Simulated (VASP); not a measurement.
# Si16O (a cell with a defect) in VASP: notebook, part 2 of 2

VASP 6.6.1. The steps go on from the part before.

### 3 Single point, PBEsol, collinear spin, zero start

The input, INCAR:

```
SYSTEM = Si16O
ALGO = Normal ; EDIFF = 1E-6
ENCUT = 520 ; GGA = PS
ISIF = 2 ; ISMEAR = 0
ISPIN = 2 ; LASPH = .TRUE.
LCHARG = .FALSE. ; LORBIT = 11
LREAL = Auto ; LWAVE = .FALSE.
MAGMOM = 0 0 0 0 0 0 0 0 0 0 0 0 0 0 0 0 0 ; NBANDS = 53
NELM = 150 ; PREC = Accurate
SIGMA = 0.05
```

The input, KPOINTS:

```
k-points
0
G
  2 2 2
  0 0 0
```

The input, POSCAR:

```
Si16O
1.0
    0.0000000000      5.4300000000      5.4300000000
    5.4300000000      0.0000000000      5.4300000000
    5.4300000000      5.4300000000      0.0000000000
Si O
16 1
Direct
   -0.0044200737      0.0041405157      0.0008845304
    0.1077075506      0.1289106814      0.1383972376
   -0.0126080110     -0.0003835175      0.5140916206
    0.1261110497      0.1230375691      0.6263613260
    0.0129209024      0.5046547882     -0.0196577348
    0.1342778085      0.6301741252      0.1071050645
    0.0150662983      0.4970690608      0.4824837937
    0.1331728361      0.6267518416      0.6104656538
    0.4802656538     -0.0290838858      0.0597965930
    0.6207149171      0.1311357274      0.1305596685
    0.5009640884      0.0006742173      0.5062966851
    0.6143267956      0.0810941989      0.6867122468
    0.5074747698      0.5064758748     -0.0455593002
    0.6453450276      0.6165140884      0.0769912523
    0.4967037753      0.4530474217      0.5445997238
    0.6406896869      0.6291795580      0.5834047882
    0.6028155617      0.4208133517      0.3097476059
```

Potentials or basis: VASP PAW PBE potentials, release 64 (Si, O).

Command:

```sh
$ cat potpaw_PBE.64/Si/POTCAR potpaw_PBE.64/O/POTCAR > POTCAR
$ mpirun -np 1 vasp_std > vasp.out
```

OUTCAR:

```text
SYSTEM = Si16O
   EDIFF = 1E-6
   ENCUT = 520
   GGA = PS
   ISIF = 2
   ISMEAR = 0
   ISPIN = 2
   LASPH = .TRUE.
   LORBIT = 11
   LREAL = Auto
   NELM = 150
   PREC = Accurate

 ion  position               nearest neighbor table
   1  0.996  0.004  0.001-   6 2.35   4 2.35   2 2.35  10 2.35
   2  0.108  0.129  0.138-   1 2.35   3 2.36   9 2.36   5 2.37
   3  0.987  1.000  0.514-   8 2.35   4 2.35   2 2.36  12 2.37
   4  0.126  0.123  0.626-   1 2.35   7 2.35   3 2.35  11 2.35
   5  0.013  0.505  0.980-  14 2.32   8 2.32   6 2.34   2 2.37
   6  0.134  0.630  0.107-   5 2.34   1 2.35  13 2.35   7 2.35
[... 1061 lines left out ...]
      8.21943      8.15306     10.78946         0.001764      0.002817     -0.001043
      4.06924      4.08593      1.35288         0.001453     -0.000340      0.003613
      8.06353      5.39342      2.81044         0.007169      0.003900     -0.003780
      4.00343      1.31071      4.15097         0.003446      0.005228      0.001550
[... 9 lines left out ...]
      6.58433      6.64683      6.89539        -0.011399     -0.005573      0.007095
      3.96695      4.95522      5.55830        -0.015498     -0.012942     -0.033365
 -----------------------------------------------------------------------------------
    total drift:                                0.001648     -0.005459      0.002118

  FREE ENERGIE OF THE ION-ELECTRON SYSTEM (eV)
  ---------------------------------------------------
  free  energy   TOTEN  =       -98.3131969279 eV

  energy  without entropy=      -98.3131969272  energy(sigma->0) =      -98.31319693

 total charge

# of ion       s       p       d       tot
------------------------------------------
    1        0.739   0.957   0.000   1.696
    2        0.743   0.940   0.000   1.683
    3        0.741   0.945   0.000   1.687
    4        0.739   0.957   0.000   1.696
    5        0.747   0.969   0.000   1.716
    6        0.739   0.954   0.000   1.693
[... 9 lines left out ...]
   16        0.745   0.969   0.000   1.715
   17        1.572   3.582   0.000   5.154
--------------------------------------------------
tot         13.474  18.809   0.000  32.282

 magnetization (x)

# of ion       s       p       d       tot
------------------------------------------
    1       -0.000  -0.000   0.000  -0.000
    2        0.000   0.000   0.000   0.000
    3        0.000   0.000   0.000   0.000
    4        0.000   0.000   0.000   0.000
    5       -0.000   0.000   0.000   0.000
    6       -0.000  -0.000   0.000  -0.000
[... 9 lines left out ...]
   16        0.000   0.000   0.000   0.000
   17        0.000   0.000   0.000   0.000
--------------------------------------------------
tot         -0.000   0.000   0.000   0.000
```

OSZICAR:

```text
N       E                     dE             d eps       ncg     rms          rms(c)
DAV:   1     0.185518776302E+03    0.18552E+03   -0.27314E+04  1696   0.110E+03
DAV:   2    -0.817246749009E+02   -0.26724E+03   -0.25173E+03  2087   0.175E+02
DAV:   3    -0.101339639516E+03   -0.19615E+02   -0.19343E+02  2118   0.444E+01
DAV:   4    -0.101706952484E+03   -0.36731E+00   -0.36626E+00  2136   0.726E+00
DAV:   5    -0.101714057330E+03   -0.71048E-02   -0.71008E-02  2105   0.977E-01    0.169E+01
DAV:   6    -0.987384570786E+02    0.29756E+01   -0.70021E+00  2400   0.132E+01    0.100E+01
DAV:   7    -0.984236444703E+02    0.31481E+00   -0.28816E+00  1886   0.542E+00    0.404E+00
DAV:   8    -0.983382427029E+02    0.85402E-01   -0.74802E-01  2288   0.413E+00    0.130E+00
DAV:   9    -0.983063376594E+02    0.31905E-01   -0.24053E-01  2464   0.253E+00    0.314E-01
DAV:  10    -0.983151781333E+02   -0.88405E-02   -0.88484E-02  1904   0.969E-01    0.428E-01
DAV:  11    -0.983127353329E+02    0.24428E-02   -0.10778E-02  2400   0.544E-01    0.106E-01
DAV:  12    -0.983131722791E+02   -0.43695E-03   -0.31374E-03  1928   0.193E-01    0.471E-02
DAV:  13    -0.983131929196E+02   -0.20640E-04   -0.84442E-05  2160   0.333E-02    0.254E-02
DAV:  14    -0.983132027358E+02   -0.98162E-05   -0.35919E-05  2368   0.261E-02    0.239E-02
DAV:  15    -0.983131972029E+02    0.55329E-05   -0.13610E-05  2392   0.173E-02    0.114E-02
DAV:  16    -0.983131969279E+02    0.27506E-06   -0.97405E-06  1944   0.111E-02
   1 F= -.98313197E+02 E0= -.98313197E+02  d E =-.704398E-09  mag=    -0.0000
```

Run time: 6.1 min. Hardware: 1 thread of Intel Xeon Platinum 8488C (Sapphire Rapids), shared host; peak memory 0.71 GiB.

What came out:

```
Free energy                                           : -98.3132 eV
Pressure                                              : 2.4 GPa
Largest force                                         : 0.076 eV/Å
Band gap on the k mesh                                : 0.40 eV
Net moment                                            : 0.00 μB per cell
Valence electrons inside the program's atomic spheres : Si 1.70, 1.68, 1.69, 1.72, 1.71; O 5.15
```

Forces on the atoms (eV/Å):
```
Si  -0.004  0.002  0.001
Si   0.004 -0.001  0.000
Si   0.002  0.003 -0.001
Si   0.001  0.000  0.004
Si   0.007  0.004 -0.004
Si   0.003  0.005  0.002
Si   0.000  0.005  0.006
Si   0.008  0.008 -0.001
Si  -0.006  0.001 -0.001
Si   0.000 -0.002  0.006
Si   0.001  0.003  0.006
Si   0.002  0.000  0.003
Si  -0.008 -0.003  0.003
Si  -0.033 -0.046  0.041
Si   0.051  0.041 -0.038
Si  -0.011 -0.006  0.007
O   -0.015 -0.013 -0.033
```

Caveat: the k points lie up to 0.50 Å⁻¹ apart; the PAW data sets were made with another functional, which shifts forces and pressure a little.
